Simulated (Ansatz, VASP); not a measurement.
# Ag in VASP and in Ansatz

```
Ag
1.0
     0.00000    3.07916    3.07916
     3.07916    0.00000    3.07916
     3.07916    3.07916    0.00000
Ag
2
Direct
  0.12500 0.12500 0.12500
  0.87500 0.87500 0.87500
```

Alike in both runs: task single point; functional LDA; k mesh 10 × 10 × 10; occupations fermi-dirac, width 0.1 eV; no spin polarisation.

```csv
,VASP,Ansatz
version,VASP 6.6.1,Ansatz 0.2.0
potentials or method,"VASP PAW LDA potentials, release 64 (Ag), cutoff 520 eV","plane waves (420 eV) with PAW, scalar-relativistic"
valence electrons in the cell,22,38
```

```csv
,VASP,Ansatz,Ansatz less VASP
pressure (GPa),-4.2,-4.3,-0.05
```

Ansatz warns that its potentials were made for another functional, while VASP's fit it. LDA's correlation is that of Perdew and Zunger in VASP and of Perdew and Wang (1992) in Ansatz. VASP's potentials hold 22 valence electrons a cell and Ansatz's 38, so a difference there can come from the potentials and not from the codes.
